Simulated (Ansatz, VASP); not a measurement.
# Two plane-wave programs on NaCl

Contents of POSCAR:

```
NaCl
1.0
    0.0000000000      2.6497027965      2.8027319616
    2.8027319616      0.0000000000      2.8027319616
    2.8027319616      2.6497027965      0.0000000000
Na Cl
1 1
Direct
    0.0000000000      0.0000000000      0.0000000000
    0.5000000000      0.5000000000      0.5000000000
```

INCAR.step1

```
SYSTEM = NaCl
  ALGO = Normal
  EDIFF = 1E-5
  ENCUT = 520
  GGA = PE
  ISIF = 2
  ISMEAR = 0
  LASPH = .TRUE.
  LCHARG = .FALSE.
  LREAL = .FALSE.
  LWAVE = .TRUE.
  NBANDS = 14
  NELM = 60
  PREC = Accurate
  SIGMA = 0.01
```

The input INCAR.step2:

```
SYSTEM = NaCl
  ALGO = Normal
  EDIFF = 1E-6
  ENCUT = 520
  GGA = PE
  HFSCREEN = 0.2079
  ISIF = 2
  ISMEAR = 0
  ISTART = 1
  LASPH = .TRUE.
  LCHARG = .FALSE.
  LHFCALC = .TRUE.
  LREAL = .FALSE.
  LWAVE = .FALSE.
  NBANDS = 14
  NELM = 60
  PREC = Accurate
  PRECFOCK = Normal
  SIGMA = 0.01
```

KPOINTS

```
k-points
0
G
  6 6 6
  0 0 0
```

Input for Ansatz:

```yaml
crystal:
  lattice:
    - [0.0, 2.6497027965, 2.8027319616]
    - [2.8027319616, 0.0, 2.8027319616]
    - [2.8027319616, 2.6497027965, 0.0]
  atoms:
    - { symbol: Na, position: [0.0, 0.0, 0.0] }
    - { symbol: Cl, position: [0.5, 0.5, 0.5] }
kpoints:
  mp_grid: { grid: [6, 6, 6] }
  band_path:
    path:
      - [0.0, 0.0, 0.0]
      - [0.5, 0.0, 0.5]
      - [0.625, 0.25, 0.625]
      - [0.375, 0.375, 0.75]
      - [0.5, 0.5, 0.5]
      - [0.5, 0.25, 0.75]
    npoints: 1
hamiltonian:
  xc: hse06
scf:
  occupations: { method: fixed }
  n_extra_bands: 4
output:
  forces: true
  stress: true
  eigenvalues: true
```

Change from the starting cell: uniaxial_y strain -5.5%.

Alike in both runs: task single point; functional HSE06; k mesh 6 × 6 × 6; no spin polarisation.

|  | VASP | Ansatz |
| --- | --- | --- |
| version | VASP 6.6.1 | Ansatz 0.2.0 |
| potentials or method | VASP PAW PBE potentials, release 64 (Na_pv, Cl) | plane waves, PAW |
| plane-wave cutoff (eV) | 520 | 420 |
| occupations | gaussian, width 0.01 eV | fixed |
| valence electrons in the cell | 14 | 16 |

```csv
,VASP,Ansatz,Ansatz less VASP
gap on the k mesh at the Fermi level (eV),6.78,6.79,+0.009
pressure (GPa),2.8,2.7,-0.04
"traceless stress, the component that is largest in VASP (GPa)",2.54,2.50,-0.039
```

VASP's potentials hold 14 valence electrons a cell and Ansatz's 16, so a difference there can come from the potentials and not from the codes. Ansatz's warnings: stress exchange threshold loose, stress scf threshold loose.
